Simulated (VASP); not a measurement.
# TaO (F-43m) in VASP: a series of runs

TaO is run at these levels: r2SCAN; tasks: relaxation of cell and atoms.

Program: VASP 6.6.1. These are calculated values, not measurements. Logs are shortened: lines on timing, memory, paths and dates and some standing lists are left out, and cuts for length are marked.

## 1. The cell of the first run

It takes space group F-43m (No. 216, cubic). The conventional cell has a = 4.730 Å, b = 4.730 Å, c = 4.730 Å, α = 90.00°, β = 90.00°, γ = 90.00°. Within 2.7 Å of Ta (site symmetry -43m) lie 4 O at 2.05 Å. O (site symmetry -43m) has 4 Ta at 2.05 Å within 2.7 Å.

## 2. Relaxation of cell and atoms, r2SCAN, target pressure 5 GPa, at which the enthalpy is minimised

File POSCAR:

```
TaO
1.0
    0.0000000000      2.3650000000      2.3650000000
    2.3650000000      0.0000000000      2.3650000000
    2.3650000000      2.3650000000      0.0000000000
Ta O
1 1
Direct
    0.0000000000      0.0000000000      0.0000000000
    0.2500000000      0.2500000000      0.2500000000
```

File INCAR.step1:

```
SYSTEM = TaO
ALGO = Normal ; EDIFF = 1E-5
EDIFFG = -0.005 ; ENCUT = 660
GGA = PE ; GGA_COMPAT = .False.
IBRION = 2 ; ISIF = 3
ISMEAR = 0 ; LASPH = .True.
LCHARG = .False. ; LREAL = .False.
LWAVE = .True. ; NELM = 120
NELMIN = 4 ; NSW = 100
PREC = Accurate ; SIGMA = 0.1
```

File INCAR.step2:

```
SYSTEM = TaO
ALGO = Normal ; EDIFF = 1E-7
EDIFFG = -0.03 ; ENCUT = 660
GGA_COMPAT = .False. ; IBRION = 2
ISIF = 3 ; ISMEAR = 0
ISTART = 1 ; LASPH = .True.
LCHARG = .False. ; LMIXTAU = .True.
LREAL = .False. ; LWAVE = .False.
METAGGA = R2SCAN ; NELM = 120
NELMIN = 4 ; NSW = 80
PREC = Accurate ; PSTRESS = 50.0
SIGMA = 0.1
```

File KPOINTS:

```
k-points
0
Gamma
  6 6 6
  0 0 0
```

Potentials or basis: VASP PAW PBE potentials, release 64 (Ta_pv, O).

Command:

```
$ cat potpaw_PBE.64/Ta_pv/POTCAR potpaw_PBE.64/O/POTCAR > POTCAR
$ cp INCAR.step1 INCAR
$ mpirun -np 1 vasp_std > vasp.out
$ cp INCAR.step2 INCAR
$ mpirun -np 1 vasp_std > vasp.out
```

OUTCAR:

```text
SYSTEM = TaO
   EDIFF = 1E-7
   EDIFFG = -0.03
   ENCUT = 660
   IBRION = 2
   ISIF = 3
   ISMEAR = 0
   ISTART = 1
   LASPH = .True.
   LREAL = .False.
   METAGGA = R2SCAN
   NELM = 120
   NELMIN = 4
   NSW = 80
   PREC = Accurate
   PSTRESS = 50.0

 ion  position               nearest neighbor table
   1  0.000  0.000  0.000-   2 2.05   2 2.05   2 2.05   2 2.05
   2  0.250  0.250  0.250-   1 2.05   1 2.05   1 2.05   1 2.05

  LATTYP: Found a face centered cubic cell.
 ALAT       =     4.7300000000

  Lattice vectors:

 A1 = (   0.0000000000,   2.3650000000,   2.3650000000)
 A2 = (   2.3650000000,   0.0000000000,   2.3650000000)
 A3 = (   2.3650000000,   2.3650000000,   0.0000000000)

Analysis of symmetry for initial positions (statically):
=====================================================================
 Subroutine PRICEL returns:
 Original cell was already a primitive cell.

 Routine SETGRP: Setting up the symmetry group for a
 face centered cubic supercell.

 Subroutine GETGRP returns: Found 24 space group operations
 (whereof 24 operations were pure point group operations)
 out of a pool of 48 trial point group operations.

The static configuration has the point symmetry T_d .

Analysis of symmetry for dynamics (positions and initial velocities):
=====================================================================
 Subroutine PRICEL returns:
 Original cell was already a primitive cell.

 Routine SETGRP: Setting up the symmetry group for a
 face centered cubic supercell.

 Subroutine GETGRP returns: Found 24 space group operations
 (whereof 24 operations were pure point group operations)
 out of a pool of 48 trial point group operations.

The dynamic configuration has the point symmetry T_d .

 Subroutine INISYM returns: Found 24 space group operations
 (whereof 24 operations are pure point group operations),
 and found     1 'primitive' translations

----------------------------------------------------------------------------------------

                                     Primitive cell

  volume of cell :      26.4560

  direct lattice vectors                    reciprocal lattice vectors
     0.000000000  2.365000000  2.365000000    -0.211416490  0.211416490  0.211416490
     2.365000000  0.000000000  2.365000000     0.211416490 -0.211416490  0.211416490
     2.365000000  2.365000000  0.000000000     0.211416490  0.211416490 -0.211416490

  length of vectors
     3.344615075  3.344615075  3.344615075     0.366184103  0.366184103  0.366184103

  position of ions in fractional coordinates (direct lattice)
     0.000000000  0.000000000  0.000000000
     0.250000000  0.250000000  0.250000000

  ion indices of the primitive-cell ions
   primitive index   ion index
                 1           1
                 2           2

----------------------------------------------------------------------------------------

 KPOINTS: k-points

Automatic generation of k-mesh.
 Grid dimensions read from file:
 generate k-points for:    6    6    6

 Generating k-lattice:

  Cartesian coordinates                     Fractional coordinates (reciprocal lattice)
    -0.035236082  0.035236082  0.035236082     0.166666667  0.000000000  0.000000000
     0.035236082 -0.035236082  0.035236082     0.000000000  0.166666667  0.000000000
     0.035236082  0.035236082 -0.035236082     0.000000000  0.000000000  0.166666667

  Length of vectors
     0.061030684  0.061030684  0.061030684

  Shift w.r.t. Gamma in fractional coordinates (k-lattice)
     0.000000000  0.000000000  0.000000000

 Subroutine IBZKPT returns following result:
 ===========================================

 Found     16 irreducible k-points:

 Following reciprocal coordinates:
            Coordinates               Weight
  0.000000  0.000000  0.000000      1.000000
  0.166667  0.000000  0.000000      8.000000
  0.333333  0.000000  0.000000      8.000000
  0.500000  0.000000  0.000000      4.000000
  0.166667  0.166667  0.000000      6.000000
  0.333333  0.166667  0.000000     24.000000
[... 8 lines left out ...]
[... 34 lines left out ...]
      1.18250      1.18250      1.18250         0.000000      0.000000     -0.000000
 -----------------------------------------------------------------------------------
    total drift:                               -0.000000     -0.000000     -0.000000

  FREE ENERGIE OF THE ION-ELECTRON SYSTEM (eV)
  ---------------------------------------------------
  free  energy   TOTEN  =       -56.9859886373 eV
[... 19 lines left out ...]
 VOLUME and BASIS-vectors are now :
 -----------------------------------------------------------------------------
  energy-cutoff  :      660.00
  volume of cell :       26.98
      direct lattice vectors                 reciprocal lattice vectors
     0.000000000  2.380399548  2.380399548    -0.210048771  0.210048771  0.210048771
     2.380399548 -0.000000000  2.380399548     0.210048771 -0.210048771  0.210048771
     2.380399548  2.380399548  0.000000000     0.210048771  0.210048771 -0.210048771

 POSITION                                       TOTAL-FORCE (eV/Angst)
 -----------------------------------------------------------------------------------
      2.38040      2.38040      0.00000         0.000000      0.000000      0.000000
      1.19020      1.19020      1.19020        -0.000000     -0.000000     -0.000000
 -----------------------------------------------------------------------------------
    total drift:                               -0.000000     -0.000000     -0.000000

  FREE ENERGIE OF THE ION-ELECTRON SYSTEM (eV)
  ---------------------------------------------------
  free  energy   TOTEN  =       -56.9993738484 eV

  energy  without entropy=      -56.9804372106  energy(sigma->0) =      -56.98990553

  enthalpy is  TOTEN    =       -56.1575155539 eV   P V=        0.8418582944

--------------------------------------- Ionic step        3  -------------------------------------------

 number of electron      16.9999999 magnetization

 Free energy of the ion-electron system (eV)
  ---------------------------------------------------
  ext. energy  EPLUGINS =         0.00000000
  ---------------------------------------------------
  free energy    TOTEN  =       -56.99202628 eV

  energy without entropy =      -56.97328884  energy(sigma->0) =      -56.98265756

 E-fermi :   6.7402     XC(G=0): -12.8261

 val. band max:        6.4520284288   @ k =   0.5000   0.3333   0.1667
 cond. band min:       6.7404348141   @ k =   0.5000   0.3333   0.0000
 fundamental gap:      0.2884063853
 Fermi energy:         6.7402009154

 k-point     1 :       0.0000    0.0000    0.0000
  band No.  band energies     occupation
      1     -30.4143      2.00000
      2     -30.4143      2.00000
      3     -30.4143      2.00000
      4     -16.8793      2.00000
      5      -2.1859      2.00000
      6      -2.1859      2.00000
      7      -2.1859      2.00000
      8       3.5730      2.00000
      9       7.3689      0.00000
     10       7.3689      0.00000
     11      11.1256      0.00000
     12      11.1256      0.00000

 k-point     2 :       0.1667    0.0000    0.0000
  band No.  band energies     occupation
      1     -30.5470      2.00000
      2     -30.4300      2.00000
      3     -30.4300      2.00000
      4     -16.6728      2.00000
      5      -2.4432      2.00000
      6      -2.0189      2.00000
      7      -2.0189      2.00000
      8       4.8279      2.00000
      9       7.0657      0.00000
     10       7.0657      0.00000
     11      10.5220      0.00000
     12      11.4223      0.00000
[... 221 lines left out ...]
 VOLUME and BASIS-vectors are now :
 -----------------------------------------------------------------------------
  energy-cutoff  :      660.00
  volume of cell :       26.62
      direct lattice vectors                 reciprocal lattice vectors
     0.000000000  2.369952874  2.369952874    -0.210974659  0.210974659  0.210974659
     2.369952874 -0.000000000  2.369952874     0.210974659 -0.210974659  0.210974659
     2.369952874  2.369952874  0.000000000     0.210974659  0.210974659 -0.210974659

 POSITION                                       TOTAL-FORCE (eV/Angst)
 -----------------------------------------------------------------------------------
      0.00000      0.00000      0.00000         0.000000      0.000000     -0.000000
      1.18498      1.18498      1.18498        -0.000000     -0.000000      0.000000
 -----------------------------------------------------------------------------------
    total drift:                               -0.000000     -0.000000     -0.000000

  FREE ENERGIE OF THE ION-ELECTRON SYSTEM (eV)
  ---------------------------------------------------
  free  energy   TOTEN  =       -56.9920262795 eV

  energy  without entropy=      -56.9732888401  energy(sigma->0) =      -56.98265756

  enthalpy is  TOTEN    =       -56.1612032075 eV   P V=        0.8308230721

 reached required accuracy - stopping structural energy minimisation
```

Wall time 60 s (1 thread of Intel Xeon 6975P-C (Granite Rapids), shared host); peak memory 0.17 GiB.

Results:

```
Free energy                                                : -56.9920 eV
Relaxed volume                                             : 13.31 Å³/atom
Relaxed cell                                               : a = 3.352 Å, b = 3.352 Å, c = 3.352 Å, α = 60.00°, β = 60.00°, γ = 60.00°
Space group after relaxing (to 0.1 Å)                      : F-43m (No. 216)
Energy change on relaxing (the run minimises the enthalpy) : -3.0 meV/atom
Ionic steps                                                : 3
Pressure after relaxing                                    : 5.0 GPa
Band gap on the k mesh                                     : zero (an odd number of electrons rules out a gap without spin polarisation)
```

The path:
| step | energy change (eV) | largest force (eV/Å) | pressure (GPa) | volume (Å³) |
| --- | --- | --- | --- | --- |
| 1 | 0.0000 | 0.0000 | 6.63 | 26.46 |
| 2 | -0.0134 | 0.0000 | 1.71 | 26.98 |
| 3 | -0.0060 | 0.0000 | 5.00 | 26.62 |

Final structure:
```
Ta O
1.0
     0.00000    2.36995    2.36995
     2.36995    0.00000    2.36995
     2.36995    2.36995    0.00000
Ta O
1 1
Cartesian
  0.0000 0.0000 0.0000
  1.1850 1.1850 1.1850
```

Levels at points of the mesh, in eV from the Fermi level:
```tsv
k point	band 4	band 5	band 6	band 7	band 8	band 9	band 10	band 11	band 12
(0.00, 0.00, 0.00)	-23.62	-8.93	-8.93	-8.93	-3.17	0.63	0.63	4.39	4.39
(0.50, 0.00, 0.00)	-22.88	-8.76	-8.35	-8.35	-0.70	0.93	0.93	3.33	3.46
(0.50, 0.50, 0.00)	-22.64	-9.83	-7.32	-7.32	-2.61	0.01	2.32	3.11	3.11
```

Caveat: the k points lie up to 0.38 Å⁻¹ apart in the final cell, too coarse for converged energies and pressures of a metal; the cell is relaxed towards a set pressure, so the run minimises the enthalpy, not the energy; the PAW data sets were made with another functional, which shifts forces and pressure a little; spin-orbit coupling is left out, which moves the levels of the heavy elements; an odd number of electrons without spin polarisation forces a metal; a magnetic or distorted state may lie lower.

## 3. Relaxation of cell and atoms, r2SCAN, target pressure 10 GPa, at which the enthalpy is minimised

POSCAR is that of step 2.

File INCAR.step1:

```
SYSTEM = TaO
PREC     = Accurate       ! precision mode
ENCUT    = 660            ! plane-wave cutoff, eV
ISMEAR   = 0              ! smearing method
SIGMA    = 0.1            ! smearing width, eV
LREAL    = .FALSE.        ! projectors in reciprocal space
LASPH    = .TRUE.         ! aspherical terms in the spheres
NELM     = 120            ! most SCF steps
GGA      = PE             ! functional
ALGO     = Normal         ! electronic algorithm
EDIFF    = 1E-5           ! SCF threshold, eV
LWAVE    = .TRUE.         ! write WAVECAR
LCHARG   = .FALSE.        ! write CHGCAR
GGA_COMPAT= .FALSE.      
IBRION   = 2              ! ionic algorithm
ISIF     = 3              ! what is computed and relaxed
EDIFFG   = -0.005         ! ionic threshold
NELMIN   = 4            
NSW      = 100            ! ionic steps
```

File INCAR.step2:

```
SYSTEM = TaO
PREC     = Accurate       ! precision mode
ENCUT    = 660            ! plane-wave cutoff, eV
EDIFF    = 1E-7           ! SCF threshold, eV
ISMEAR   = 0              ! smearing method
SIGMA    = 0.1            ! smearing width, eV
LREAL    = .FALSE.        ! projectors in reciprocal space
LASPH    = .TRUE.         ! aspherical terms in the spheres
NELM     = 120            ! most SCF steps
ALGO     = Normal         ! electronic algorithm
ISIF     = 3              ! what is computed and relaxed
LWAVE    = .FALSE.        ! write WAVECAR
LCHARG   = .FALSE.        ! write CHGCAR
METAGGA  = R2SCAN         ! meta-GGA
LMIXTAU  = .TRUE.       
IBRION   = 2              ! ionic algorithm
NSW      = 80             ! ionic steps
EDIFFG   = -0.03          ! ionic threshold
PSTRESS  = 100.0        
ISTART   = 1            
GGA_COMPAT= .FALSE.      
NELMIN   = 4
```

File KPOINTS:

```
Automatic mesh
0
G
  6 6 6
  0 0 0
```

Potentials or basis: VASP PAW PBE potentials, release 64 (Ta_pv, O).

Command:

```
$ cat potpaw_PBE.64/Ta_pv/POTCAR potpaw_PBE.64/O/POTCAR > POTCAR
$ cp INCAR.step1 INCAR
$ mpirun -np 1 vasp_std > vasp.out
$ cp INCAR.step2 INCAR
$ mpirun -np 1 vasp_std > vasp.out
```

It took 59 s on 1 thread of Intel Xeon 6975P-C (Granite Rapids), shared host; peak memory 0.17 GiB.

The run converged. Its results:

| Item | Value |
| --- | --- |
| Free energy | -56.9692 eV |
| Relaxed volume | 13.07 Å³/atom |
| Relaxed cell | a = 3.331 Å, b = 3.331 Å, c = 3.331 Å, α = 60.00°, β = 60.00°, γ = 60.00° |
| Space group after relaxing (to 0.1 Å) | F-43m (No. 216) |
| Energy change on relaxing (the run minimises the enthalpy) | +8.4 meV/atom |
| Ionic steps | 3 |
| Pressure after relaxing | 10.0 GPa |
| Band gap on the k mesh | zero (an odd number of electrons rules out a gap without spin polarisation) |

Step by step:
| step | energy change (eV) | largest force (eV/Å) | pressure (GPa) | volume (Å³) |
| --- | --- | --- | --- | --- |
| 1 | 0.0000 | 0.0000 | 6.63 | 26.46 |
| 2 | 0.0802 | 0.0000 | 18.28 | 25.41 |
| 3 | 0.0168 | 0.0000 | 9.98 | 26.13 |

Final structure:
```yaml
crystal:
  lattice:
    - [0.00000, 2.35529, 2.35529]
    - [2.35529, 0.00000, 2.35529]
    - [2.35529, 2.35529, 0.00000]
  atoms:
    - { symbol: Ta, position: [0.00000, 0.00000, 0.00000] }
    - { symbol: O, position: [0.25000, 0.25000, 0.25000] }
```

Levels at points of the mesh, in eV from the Fermi level:
```tsv
k point	band 4	band 5	band 6	band 7	band 8	band 9	band 10	band 11	band 12
(0.00, 0.00, 0.00)	-23.77	-9.08	-9.08	-9.08	-3.18	0.64	0.64	4.49	4.49
(0.50, 0.00, 0.00)	-22.99	-8.86	-8.48	-8.48	-0.71	0.96	0.96	3.37	3.55
(0.50, 0.50, 0.00)	-22.74	-9.99	-7.40	-7.40	-2.66	0.01	2.39	3.19	3.19
```

Caveat: the k points lie up to 0.39 Å⁻¹ apart in the final cell, too coarse for converged energies and pressures of a metal; the cell is relaxed towards a set pressure, so the run minimises the enthalpy, not the energy; the PAW data sets were made with another functional, which shifts forces and pressure a little; spin-orbit coupling is left out, which moves the levels of the heavy elements; an odd number of electrons without spin polarisation forces a metal; a magnetic or distorted state may lie lower.

## 4. Relaxation of cell and atoms, r2SCAN, target pressure 20 GPa, at which the enthalpy is minimised

POSCAR is that of step 3.

File INCAR.step1:

```
SYSTEM = TaO
PREC = Accurate
ENCUT = 660
ISMEAR = 0
SIGMA = 0.1
LREAL = .FALSE.
LASPH = .TRUE.
NELM = 120
GGA = PE
ALGO = Normal
EDIFF = 1E-5
LWAVE = .TRUE.
LCHARG = .FALSE.
GGA_COMPAT = .FALSE.
IBRION = 2
ISIF = 3
EDIFFG = -0.005
NELMIN = 4
NSW = 100
```

File INCAR.step2:

```
SYSTEM = TaO
PREC = Accurate
ENCUT = 660
EDIFF = 1E-7
ISMEAR = 0
SIGMA = 0.1
LREAL = .FALSE.
LASPH = .TRUE.
NELM = 120
ALGO = Normal
ISIF = 3
LWAVE = .FALSE.
LCHARG = .FALSE.
METAGGA = R2SCAN
LMIXTAU = .TRUE.
IBRION = 2
NSW = 80
EDIFFG = -0.03
PSTRESS = 200.0
ISTART = 1
GGA_COMPAT = .FALSE.
NELMIN = 4
```

File KPOINTS:

```
regular mesh
0
G
  6 6 6
  0 0 0
```

Command:

```
$ cat potpaw_PBE.64/Ta_pv/POTCAR potpaw_PBE.64/O/POTCAR > POTCAR
$ cp INCAR.step1 INCAR
$ mpirun -np 1 vasp_std > vasp.out
$ cp INCAR.step2 INCAR
$ mpirun -np 1 vasp_std > vasp.out
```

Run time: 72 s. Hardware: 1 thread of Intel Xeon 6975P-C (Granite Rapids), shared host; peak memory 0.17 GiB.

The run converged. Its results:

* Free energy: -56.8902 eV
* Relaxed volume: 12.64 Å³/atom
* Relaxed cell: a = 3.294 Å, b = 3.294 Å, c = 3.294 Å, α = 60.00°, β = 60.00°, γ = 60.00°
* Space group after relaxing (to 0.1 Å): F-43m (No. 216)
* Energy change on relaxing (the run minimises the enthalpy): +47.9 meV/atom
* Ionic steps: 4
* Pressure after relaxing: 19.9 GPa
* Band gap on the k mesh: zero (an odd number of electrons rules out a gap without spin polarisation)

The path:
```csv
step,energy change (eV),largest force (eV/Å),pressure (GPa),volume (Å³)
1,0.0000,0.0000,6.63,26.46
2,0.8308,0.0000,68.13,22.45
3,0.0903,0.0000,19.35,25.32
4,0.0958,0.0000,19.92,25.28
```

Final structure:
```yaml
crystal:
  lattice:
    - [0.00000, 2.32930, 2.32930]
    - [2.32930, 0.00000, 2.32930]
    - [2.32930, 2.32930, 0.00000]
  atoms:
    - { symbol: Ta, position: [0.00000, 0.00000, 0.00000] }
    - { symbol: O, position: [0.25000, 0.25000, 0.25000] }
```

Levels at points of the mesh, in eV from the Fermi level:
```tsv
k point	band 6	band 7	band 8	band 9	band 10	band 11
(0.00, 0.00, 0.00)	-9.35	-9.35	-3.19	0.67	0.67	4.67
(0.50, 0.00, 0.00)	-8.72	-8.72	-0.73	1.00	1.00	3.45
(0.50, 0.50, 0.00)	-7.56	-7.56	-2.74	0.01	2.51	3.35
```

Caveat: the k points lie up to 0.39 Å⁻¹ apart in the final cell, too coarse for converged energies and pressures of a metal; the cell is relaxed towards a set pressure, so the run minimises the enthalpy, not the energy; the PAW data sets were made with another functional, which shifts forces and pressure a little; spin-orbit coupling is left out, which moves the levels of the heavy elements; an odd number of electrons without spin polarisation forces a metal; a magnetic or distorted state may lie lower.

## 5. Overview

```csv
cell,gap on the mesh (eV),pressure (GPa)
relaxed to 5 GPa,none,5.0
relaxed to 10 GPa,none,10.0
relaxed to 20 GPa,none,19.9
```

Alike in all rows: task relaxation of cell and atoms; level r2SCAN; potentials or basis VASP PAW PBE potentials, release 64 (Ta_pv, O); no spin polarisation; k mesh 6 × 6 × 6; cutoff (eV) 660; smearing gaussian 0.1 eV.

Caveats: all runs use coarse meshes; the cell is relaxed towards a set pressure, so the run minimises the enthalpy, not the energy; the PAW data sets were made with another functional, which shifts forces and pressure a little; spin-orbit coupling is left out, which moves the levels of the heavy elements; an odd number of electrons without spin polarisation forces a metal; a magnetic or distorted state may lie lower.

Total energies depend on the potentials used, so only differences within one code and one set of settings carry meaning.
